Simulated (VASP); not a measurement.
# CoO (R-3m) in VASP: a series of runs

CoO is run at these levels: PBE+U; tasks: relaxation of shape and atoms at fixed volume.

Everything below comes from runs of VASP 6.6.1. Logs are shortened: lines on timing, memory, paths and dates and some standing lists are left out, and cuts for length are marked.

**1. The cell of the first run**

It takes space group R-3m (No. 166, trigonal). The conventional cell has a = 3.076 Å, b = 3.076 Å, c = 7.457 Å, α = 90.00°, β = 90.00°, γ = 120.00°. Within 2.9 Å of Co (site symmetry -3m) lie 6 O at 2.17 Å. Within 2.9 Å of O (site symmetry -3m) lie 6 Co at 2.17 Å.

**2. Relaxation of shape and atoms at fixed volume, PBE+U, collinear spin, antiferromagnetic start (10.19 Å³/atom)**

The input, INCAR:

```
SYSTEM = CoO
PREC = Accurate
ENCUT = 600
EDIFF = 1E-6
ISMEAR = 0
SIGMA = 0.05
LREAL = .False.
LASPH = .True.
NELM = 150
ALGO = Normal
ISIF = 4
LWAVE = .False.
LCHARG = .False.
ISPIN = 2
MAGMOM = 2.81 -2.81 0 0
LORBIT = 11
LMAXMIX = 4
LDAU = .True.
LDAUTYPE = 2
LDAUL = 2 -1
LDAUU = 3.3 0
LDAUJ = 0 0
LDAUPRINT = 1
GGA = PE
IBRION = 2
NSW = 60
EDIFFG = -0.01
```

The input, KPOINTS:

```
regular mesh
0
Gamma
  10 10 10
  0 0 0
```

The input, POSCAR:

```
CoO
1.0
   -2.1452009070     -2.1452009070      4.3205016417
   -4.3205016417     -2.1452009070      2.1452009070
   -2.1452009070     -4.3205016417      2.1452009070
Co O
2 2
Direct
    0.0000000000      0.0000000000      0.0000000000
    0.5000000000      0.5000000000      0.5000000000
    1.2499999996     -0.7500000004     -0.7500000004
    1.7500000004     -0.2499999996     -0.2499999996
```

Potentials or basis: VASP PAW PBE potentials, release 64 (Co, O).

On the command line:

```sh
$ cat potpaw_PBE.64/Co/POTCAR potpaw_PBE.64/O/POTCAR > POTCAR
$ mpirun -np 1 vasp_std > vasp.out
```

OUTCAR:

```text
SYSTEM = CoO
   PREC = Accurate
   ENCUT = 600
   EDIFF = 1E-6
   ISMEAR = 0
   LREAL = .False.
   LASPH = .True.
   NELM = 150
   ISIF = 4
   ISPIN = 2
   LORBIT = 11
   GGA = PE
   IBRION = 2
   NSW = 60
   EDIFFG = -0.01

 ion  position               nearest neighbor table
   1  0.000  0.000  0.000-   4 2.17   4 2.17   4 2.17   3 2.17   3 2.17   3 2.17   2 3.06   2 3.06
                             2 3.06   2 3.06   2 3.06   2 3.06
   2  0.500  0.500  0.500-   3 2.17   3 2.17   3 2.17   4 2.17   4 2.17   4 2.17   1 3.06   1 3.06
                             1 3.06   1 3.06   1 3.06   1 3.06
   3  0.250  0.250  0.250-   2 2.17   2 2.17   2 2.17   1 2.17   1 2.17   1 2.17
   4  0.750  0.750  0.750-   2 2.17   2 2.17   2 2.17   1 2.17   1 2.17   1 2.17

  LATTYP: Found a trigonal (rhomboedric) cell.
 ALAT       =     5.2792526269
 COS(alpha) =     0.8302171874

  Lattice vectors:

 A1 = (  -2.1452009070,  -2.1452009070,   4.3205016417)
 A2 = (  -4.3205016417,  -2.1452009070,   2.1452009070)
 A3 = (  -2.1452009070,  -4.3205016417,   2.1452009070)

Analysis of symmetry for initial positions (statically):
=====================================================================
 Subroutine PRICEL returns following result:

  LATTYP: Found a trigonal (rhomboedric) cell.
 ALAT       =     3.0550930784
 COS(alpha) =     0.4930212918
[... 12 lines left out ...]
 Subroutine GETGRP returns: Found 12 space group operations
 (whereof 12 operations were pure point group operations)
 out of a pool of 12 trial point group operations.

The static configuration has the point symmetry D_3d.

Analysis of symmetry for dynamics (positions and initial velocities):
=====================================================================
 Subroutine PRICEL returns following result:

  LATTYP: Found a trigonal (rhomboedric) cell.
 ALAT       =     3.0550930784
 COS(alpha) =     0.4930212918
[... 12 lines left out ...]
 Subroutine GETGRP returns: Found 12 space group operations
 (whereof 12 operations were pure point group operations)
 out of a pool of 12 trial point group operations.

The dynamic configuration has the point symmetry D_3d.

Analysis of structural, dynamic, and magnetic symmetry:
=====================================================================
 Subroutine PRICEL returns following result:

  LATTYP: Found a trigonal (rhomboedric) cell.
 ALAT       =     3.0550930784
 COS(alpha) =     0.4930212918
[... 12 lines left out ...]
 Subroutine GETGRP returns: Found 12 space group operations
 (whereof 12 operations were pure point group operations)
 out of a pool of 12 trial point group operations.

The overall configuration has the point symmetry D_3d.

 Subroutine INISYM returns: Found 12 space group operations
 (whereof 12 operations are pure point group operations),
 and found     2 'primitive' translations

----------------------------------------------------------------------------------------

                                     Primitive cell

  volume of cell :      20.3731

  direct lattice vectors                    reciprocal lattice vectors
    -2.160250821  0.015049914  2.160250821    -0.230656739  0.229049813  0.230656739
    -2.160250821 -2.160250821 -0.015049914    -0.230656739 -0.230656739 -0.229049813
     0.015049914 -2.160250821  2.160250821     0.229049813 -0.230656739  0.230656739

  length of vectors
     3.055093078  3.055093078  3.055093078     0.398583591  0.398583591  0.398583591

  position of ions in fractional coordinates (direct lattice)
     0.000000000  0.000000000  0.000000000
     0.499999999  0.499999999  0.499999999

  ion indices of the primitive-cell ions
   primitive index   ion index
                 1           1
                 2           3

[... 128 lines left out ...]
------------------------ aborting loop because EDIFF is reached ----------------------------------------

  FORCE on cell =-STRESS in cart. coord.  units (eV):
  Direction    XX          YY          ZZ          XY          YZ          ZX
[... 28 lines left out ...]
  o =  0.9972  v =  0.0467  0.0306 -0.9827  0.0161  0.1761  0.0000  0.0000  0.0000  0.0000  0.0000      0.0000  0.0000  0.0000  0.0000  0.0000  0.0000  0.0000  0.0000  0.0000  0.0000
  o =  0.9972  v = -0.0084  0.0362  0.1761 -0.0446  0.9827  0.0000  0.0000  0.0000  0.0000  0.0000      0.0000  0.0000  0.0000  0.0000  0.0000  0.0000  0.0000  0.0000  0.0000  0.0000

atom =   2  type =  1  l = 2

 onsite density matrix

spin component  1

  0.6428 -0.1536  0.0429 -0.1536  0.0000
 -0.1536  0.6428  0.0214  0.1536 -0.0371
  0.0429  0.0214  0.1516  0.0214  0.0000
 -0.1536  0.1536  0.0214  0.6428  0.0371
  0.0000 -0.0371  0.0000  0.0371  0.1516

spin component  2

  0.9669  0.0002 -0.0014  0.0002  0.0000
  0.0002  0.9669 -0.0007 -0.0002  0.0012
 -0.0014 -0.0007  0.9971 -0.0007  0.0000
  0.0002 -0.0002 -0.0007  0.9669 -0.0012
  0.0000  0.0012  0.0000 -0.0012  0.9971

 occupancies and eigenvectors

  o =  0.1436  v =  0.0171  0.1137 -0.1378 -0.0966  0.9790  0.0000  0.0000  0.0000  0.0000  0.0000      0.0000  0.0000  0.0000  0.0000  0.0000  0.0000  0.0000  0.0000  0.0000  0.0000
  o =  0.1436  v =  0.1214  0.0459 -0.9790  0.0755 -0.1378  0.0000  0.0000  0.0000  0.0000  0.0000      0.0000  0.0000  0.0000  0.0000  0.0000  0.0000  0.0000  0.0000  0.0000  0.0000
  o =  0.4971  v =  0.3234 -0.4789  0.0602  0.8022  0.1376  0.0000  0.0000  0.0000  0.0000  0.0000      0.0000  0.0000  0.0000  0.0000  0.0000  0.0000  0.0000  0.0000  0.0000  0.0000
  o =  0.4971  v =  0.7396  0.6499  0.1376  0.0898 -0.0602  0.0000  0.0000  0.0000  0.0000  0.0000      0.0000  0.0000  0.0000  0.0000  0.0000  0.0000  0.0000  0.0000  0.0000  0.0000
  o =  0.9499  v = -0.5774  0.5774 -0.0000  0.5774 -0.0000  0.0000  0.0000  0.0000  0.0000  0.0000      0.0000  0.0000  0.0000  0.0000  0.0000  0.0000  0.0000  0.0000  0.0000  0.0000
  o =  0.9664  v =  0.0000  0.0000  0.0000  0.0000  0.0000 -0.5774  0.5774  0.0000  0.5774  0.0000      0.0000  0.0000  0.0000  0.0000  0.0000  0.0000  0.0000  0.0000  0.0000  0.0000
  o =  0.9670  v =  0.0000  0.0000  0.0000  0.0000  0.0000 -0.2457  0.5502 -0.0175 -0.7959 -0.0554      0.0000  0.0000  0.0000  0.0000  0.0000  0.0000  0.0000  0.0000  0.0000  0.0000
  o =  0.9670  v =  0.0000  0.0000  0.0000  0.0000  0.0000  0.7772  0.6014  0.0554  0.1758 -0.0175      0.0000  0.0000  0.0000  0.0000  0.0000  0.0000  0.0000  0.0000  0.0000  0.0000
  o =  0.9972  v =  0.0000  0.0000  0.0000  0.0000  0.0000  0.0466  0.0311 -0.9803  0.0155  0.1890      0.0000  0.0000  0.0000  0.0000  0.0000  0.0000  0.0000  0.0000  0.0000  0.0000
  o =  0.9972  v =  0.0000  0.0000  0.0000  0.0000  0.0000 -0.0090  0.0358  0.1890 -0.0448  0.9803      0.0000  0.0000  0.0000  0.0000  0.0000  0.0000  0.0000  0.0000  0.0000  0.0000

--------------------------------------- Ionic step        4  -------------------------------------------

 number of electron      29.9999990 magnetization       0.0000000

 Free energy of the ion-electron system (eV)
  ---------------------------------------------------
  ext. energy  EPLUGINS =         0.00000000
  ---------------------------------------------------
  free energy    TOTEN  =       -22.85116563 eV

  energy without entropy =      -22.84273362  energy(sigma->0) =      -22.84694962

 E-fermi :   6.8883     XC(G=0): -12.0889

 val. band max:        6.8882964303   @ k =  -0.2000   0.3000   0.1000
 cond. band min:       6.8883417678   @ k =  -0.2000   0.5000   0.2000
 fundamental gap:      0.0000453375
 Fermi energy:         6.8883148488

 spin component 1

 k-point     1 :       0.0000    0.0000    0.0000
  band No.  band energies     occupation
      1     -12.1647      1.00000
      2     -11.1412      1.00000
      3      -0.5005      1.00000
      4       1.1879      1.00000
      5       1.1879      1.00000
      6       2.6277      1.00000
[... 1082 lines left out ...]
  FREE ENERGIE OF THE ION-ELECTRON SYSTEM (eV)
  ---------------------------------------------------
  free  energy   TOTEN  =       -22.8511656285 eV

  energy  without entropy=      -22.8427336166  energy(sigma->0) =      -22.84694962

 reached required accuracy - stopping structural energy minimisation

 total charge

# of ion       s       p       d       tot
------------------------------------------
    1        0.288   0.328   7.104   7.719
    2        0.288   0.328   7.104   7.719
    3        1.552   3.415   0.000   4.968
    4        1.552   3.415   0.000   4.968
--------------------------------------------------
tot          3.680   7.486  14.208  25.375

 magnetization (x)

# of ion       s       p       d       tot
------------------------------------------
    1        0.006  -0.001   2.662   2.667
    2       -0.006   0.001  -2.662  -2.667
    3        0.000   0.000   0.000   0.000
    4        0.000   0.000   0.000   0.000
--------------------------------------------------
tot          0.000   0.000   0.000   0.000
```

Wall time 30 min (1 thread of Oxide Virtual Turin-like, shared host); peak memory 0.4 GiB.

Results:

```
Free energy                                           : -22.8512 eV
Energy gained by relaxing                             : 12.2 meV/atom
Ionic steps                                           : 4
Pressure after relaxing                               : -10.4 GPa
Band gap on the k mesh                                : zero (filled and empty bands overlap)
Net moment                                            : 0.00 μB per cell
Site moments                                          : Co +2.67, -2.67; O +0.00 μB
Valence electrons inside the program's atomic spheres : Co 7.72; O 4.97
```

Step by step:
```tsv
step	energy change (eV)	largest force (eV/Å)	pressure (GPa)	volume (Å³)
1	0.0000	0.0000	-9.77	40.75
2	-0.0279	0.0000	-9.90	40.75
3	-0.0486	0.0000	-10.46	40.75
4	-0.0489	0.0000	-10.37	40.75
```

Final structure:
```
Co O
1.0
    -2.29688   -2.29688    4.42270
    -4.42270   -2.29688    2.29688
    -2.29688   -4.42270    2.29688
Co O
2 2
Direct
  0.00000 0.00000 0.00000
  0.50000 0.50000 0.50000
  0.25000 0.25000 0.25000
  0.75000 0.75000 0.75000
```

Levels at points of the mesh, in eV from the Fermi level:
Spin up:
| k point | band 12 | band 13 | band 14 | band 15 | band 16 | band 17 | band 18 | band 19 |
| --- | --- | --- | --- | --- | --- | --- | --- | --- |
| (0.00, 0.00, 0.00) | -2.05 | -2.05 | -1.55 | -0.08 | -0.08 | 1.33 | 2.75 | 2.75 |
| (0.50, 0.00, 0.00) | -1.94 | -1.69 | -1.43 | -0.05 | 0.23 | 2.66 | 2.78 | 7.20 |
| (0.50, 0.50, 0.00) | -2.25 | -1.78 | -1.20 | -0.11 | 0.24 | 3.01 | 3.12 | 5.25 |
| (0.50, 0.50, 0.50) | -1.60 | -1.04 | -1.04 | -0.16 | -0.16 | 2.58 | 2.58 | 3.93 |
Spin down:
| k point | band 11 | band 12 | band 13 | band 14 | band 15 | band 16 | band 17 | band 18 | band 19 |
| --- | --- | --- | --- | --- | --- | --- | --- | --- | --- |
| (0.00, 0.00, 0.00) | -2.11 | -2.05 | -2.05 | -1.55 | -0.08 | -0.08 | 1.33 | 2.75 | 2.75 |
| (0.50, 0.00, 0.00) | -2.81 | -1.94 | -1.69 | -1.43 | -0.05 | 0.23 | 2.66 | 2.78 | 7.20 |
| (0.50, 0.50, 0.00) | -2.98 | -2.25 | -1.78 | -1.20 | -0.11 | 0.24 | 3.01 | 3.12 | 5.25 |
| (0.50, 0.50, 0.50) | -2.83 | -1.60 | -1.04 | -1.04 | -0.16 | -0.16 | 2.58 | 2.58 | 3.93 |

Eigenvalues of the final occupation matrices:
| site | spin | trace | eigenvalues |
| --- | --- | --- | --- |
| site 1 d | 1 | 4.89 | 0.97 0.97 0.97 1.00 1.00 |
| site 1 d | 2 | 2.23 | 0.14 0.14 0.50 0.50 0.95 |
| site 2 d | 1 | 2.23 | 0.14 0.14 0.50 0.50 0.95 |
| site 2 d | 2 | 4.89 | 0.97 0.97 0.97 1.00 1.00 |

The state reached can hang on the start; a lower one may exist.

**3. Relaxation of shape and atoms at fixed volume, PBE+U, collinear spin, antiferromagnetic start (10.39 Å³/atom)**

This run uses another cell than the first one, of 10.39 Å³/atom.

The input, INCAR:

```
ALGO = Normal
EDIFF = 1E-6
EDIFFG = -0.01
ENCUT = 600
GGA = PE
IBRION = 2
ISIF = 4
ISMEAR = 0
ISPIN = 2
LASPH = T
LCHARG = F
LDAU = T
LDAUJ = 0 0
LDAUL = 2 -1
LDAUPRINT = 1
LDAUTYPE = 2
LDAUU = 3.3 0
LMAXMIX = 4
LORBIT = 11
LREAL = F
LWAVE = F
MAGMOM = 2.82 -2.82 0 0
NELM = 150
NSW = 60
PREC = Accurate
SIGMA = 0.05
```

The input, KPOINTS:

```
k-points
0
Gamma
  10 10 10
```

The input, POSCAR:

```
CoO
1.0
   -2.1591311734     -2.1591311734      4.3485576334
   -4.3485576334     -2.1591311734      2.1591311734
   -2.1591311734     -4.3485576334      2.1591311734
Co O
2 2
Direct
    0.0000000000      0.0000000000      0.0000000000
    0.5000000000      0.5000000000      0.5000000000
    1.2499999996     -0.7500000004     -0.7500000004
    1.7500000004     -0.2499999996     -0.2499999996
```

Potentials or basis: VASP PAW PBE potentials, release 64 (Co, O).

On the command line:

```sh
$ cat potpaw_PBE.64/Co/POTCAR potpaw_PBE.64/O/POTCAR > POTCAR
$ mpirun -np 1 vasp_std > vasp.out
```

It took 46 min on 1 thread of Oxide Virtual Turin-like, shared host; peak memory 0.39 GiB.

Results (log left out):

```yaml
Free_energy: -22.7949 eV
Energy_gained_by_relaxing: 11.4 meV/atom
Ionic_steps: 4
Pressure_after_relaxing: -12.8 GPa
Band_gap_on_the_k_mesh: zero (filled and empty bands overlap)
Net_moment: 0.00 μB per cell
Site_moments: Co +2.67, -2.67; O +0.00 μB
Valence_electrons_inside_the_program's_atomic_spheres: Co 7.69; O 4.96
```

The path:
| step | energy change (eV) | largest force (eV/Å) | pressure (GPa) | volume (Å³) |
| --- | --- | --- | --- | --- |
| 1 | 0.0000 | 0.0000 | -12.33 | 41.55 |
| 2 | -0.0265 | 0.0000 | -12.41 | 41.55 |
| 3 | -0.0454 | 0.0000 | -12.89 | 41.55 |
| 4 | -0.0457 | 0.0000 | -12.82 | 41.55 |

Final structure:
```
Co O
1.0
    -2.30505   -2.30505    4.44681
    -4.44681   -2.30505    2.30505
    -2.30505   -4.44681    2.30505
Co O
2 2
Cartesian
  0.0000 0.0000 0.0000
  -4.5285 -4.5285 4.5285
  -2.2642 -2.2642 2.2642
  -6.7927 -6.7927 6.7927
```

Levels at points of the mesh, in eV from the Fermi level:
Spin up:
```csv
k point,band 11,band 12,band 13,band 14,band 15,band 16,band 17,band 18,band 19
"(0.00, 0.00, 0.00)",-2.08,-1.99,-1.99,-1.55,-0.07,-0.07,1.23,2.73,2.73
"(0.50, 0.00, 0.00)",-2.82,-1.95,-1.68,-1.43,-0.05,0.22,2.63,2.76,7.07
"(0.50, 0.50, 0.00)",-3.00,-2.25,-1.77,-1.21,-0.11,0.22,2.98,3.08,5.21
"(0.50, 0.50, 0.50)",-2.82,-1.60,-1.04,-1.04,-0.15,-0.15,2.56,2.56,3.83
```
Spin down:
| k point | band 12 | band 13 | band 14 | band 15 | band 16 | band 17 | band 18 | band 19 |
| --- | --- | --- | --- | --- | --- | --- | --- | --- |
| (0.00, 0.00, 0.00) | -1.99 | -1.99 | -1.55 | -0.07 | -0.07 | 1.23 | 2.73 | 2.73 |
| (0.50, 0.00, 0.00) | -1.95 | -1.68 | -1.43 | -0.05 | 0.22 | 2.63 | 2.76 | 7.07 |
| (0.50, 0.50, 0.00) | -2.25 | -1.77 | -1.21 | -0.11 | 0.22 | 2.98 | 3.08 | 5.21 |
| (0.50, 0.50, 0.50) | -1.60 | -1.04 | -1.04 | -0.15 | -0.15 | 2.56 | 2.56 | 3.83 |

Eigenvalues of the final occupation matrices:
| site | spin | trace | eigenvalues |
| --- | --- | --- | --- |
| site 1 d | 1 | 4.89 | 0.97 0.97 0.97 1.00 1.00 |
| site 1 d | 2 | 2.22 | 0.14 0.14 0.50 0.50 0.95 |
| site 2 d | 1 | 2.22 | 0.14 0.14 0.50 0.50 0.95 |
| site 2 d | 2 | 4.89 | 0.97 0.97 0.97 1.00 1.00 |

The state reached can hang on the start; a lower one may exist.

**4. Relaxation of shape and atoms at fixed volume, PBE+U, collinear spin, antiferromagnetic start (9.79 Å³/atom)**

This run uses another cell than the first one, of 9.79 Å³/atom.

The input, INCAR:

```
  PREC = Accurate
  ENCUT = 600
  EDIFF = 1E-6
  ISMEAR = 0
  SIGMA = 0.05
  LREAL = F
  LASPH = T
  NELM = 150
  ALGO = Normal
  ISIF = 4
  LWAVE = F
  LCHARG = F
  ISPIN = 2
  MAGMOM = 2.79 -2.79 0 0
  LORBIT = 11
  LMAXMIX = 4
  LDAU = T
  LDAUTYPE = 2
  LDAUL = 2 -1
  LDAUU = 3.3 0
  LDAUJ = 0 0
  LDAUPRINT = 1
  GGA = PE
  IBRION = 2
  NSW = 60
  EDIFFG = -0.01
```

The input, KPOINTS:

```
Automatic mesh
0
Gamma
  10 10 10
```

The input, POSCAR:

```
CoO
1.0
   -2.1167843040     -2.1167843040      4.2632697156
   -4.2632697156     -2.1167843040      2.1167843040
   -2.1167843040     -4.2632697156      2.1167843040
Co O
2 2
Direct
    0.0000000000      0.0000000000      0.0000000000
    0.5000000000      0.5000000000      0.5000000000
    1.2499999996     -0.7500000004     -0.7500000004
    1.7500000004     -0.2499999996     -0.2499999996
```

On the command line:

```sh
$ cat potpaw_PBE.64/Co/POTCAR potpaw_PBE.64/O/POTCAR > POTCAR
$ mpirun -np 1 vasp_std > vasp.out
```

Run time: 30 min. Hardware: 1 thread of Oxide Virtual Turin-like, shared host; peak memory 0.4 GiB.

The run converged. Its results:

| Quantity | Value |
| --- | --- |
| Free energy | -22.9235 eV |
| Energy gained by relaxing | 14.2 meV/atom |
| Ionic steps | 4 |
| Pressure after relaxing | -4.7 GPa |
| Band gap on the k mesh | zero (filled and empty bands overlap) |
| Net moment | 0.00 μB per cell |
| Site moments | Co +2.65, -2.65; O +0.00 μB |
| Valence electrons inside the program's atomic spheres | Co 7.78; O 4.99 |

Step by step:
```
step  energy change (eV)  largest force (eV/Å)  pressure (GPa)  volume (Å³)
   1              0.0000                0.0000           -3.88        39.15
   2             -0.0308                0.0000           -3.96        39.15
   3             -0.0562                0.0000           -4.80        39.15
   4             -0.0567                0.0000           -4.66        39.15
```

Final structure:
```
Co O
1.0
    -2.28214   -2.28214    4.37485
    -4.37485   -2.28214    2.28214
    -2.28214   -4.37485    2.28214
Co O
2 2
Cartesian
  0.0000 0.0000 0.0000
  -4.4696 -4.4696 4.4696
  -2.2348 -2.2348 2.2348
  -6.7043 -6.7043 6.7043
```

Levels at points of the mesh, in eV from the Fermi level:
Spin up:
```
           k point  band 12  band 13  band 14  band 15  band 16  band 17  band 18  band 19
(0.00, 0.00, 0.00)    -2.15    -2.15    -1.54    -0.09    -0.09     1.54     2.80     2.80
(0.50, 0.00, 0.00)    -1.91    -1.71    -1.43    -0.04     0.27     2.73     2.82     7.47
(0.50, 0.50, 0.00)    -2.26    -1.82    -1.18    -0.10     0.27     3.08     3.22     5.33
(0.50, 0.50, 0.50)    -1.60    -1.04    -1.04    -0.18    -0.18     2.60     2.60     4.15
```
Spin down:
| k point | band 13 | band 14 | band 15 | band 16 | band 17 | band 18 |
| --- | --- | --- | --- | --- | --- | --- |
| (0.00, 0.00, 0.00) | -2.15 | -1.54 | -0.09 | -0.09 | 1.54 | 2.80 |
| (0.50, 0.00, 0.00) | -1.71 | -1.43 | -0.04 | 0.27 | 2.73 | 2.82 |
| (0.50, 0.50, 0.00) | -1.82 | -1.18 | -0.10 | 0.27 | 3.08 | 3.22 |
| (0.50, 0.50, 0.50) | -1.04 | -1.04 | -0.18 | -0.18 | 2.60 | 2.60 |

Eigenvalues of the final occupation matrices:
```tsv
site	spin	trace	eigenvalues
site 1 d	1	4.90	0.97 0.97 0.97 1.00 1.00
site 1 d	2	2.25	0.15 0.15 0.50 0.50 0.95
site 2 d	1	2.25	0.15 0.15 0.50 0.50 0.95
site 2 d	2	4.90	0.97 0.97 0.97 1.00 1.00
```

**5. Overview**

| cell | gap on the mesh (eV) | pressure (GPa) | moment (μB) |
| --- | --- | --- | --- |
| relaxed from a = 5.279 Å, angles 33.9°, 4 atoms | none | -10.4 | 0.00 |
| relaxed from a = 5.314 Å, angles 33.9°, 4 atoms | none | -12.8 | 0.00 |
| relaxed from a = 5.209 Å, angles 33.9°, 4 atoms | none | -4.7 | 0.00 |

Alike in all rows: task relaxation of shape and atoms at fixed volume; level PBE+U; potentials or basis VASP PAW PBE potentials, release 64 (Co, O); spin collinear, antiferromagnetic start; Co d U = 3.3 eV; k mesh 10 × 10 × 10; cutoff (eV) 600; smearing gaussian 0.05 eV.

Total energies depend on the potentials used, so only differences within one code and one set of settings carry meaning.
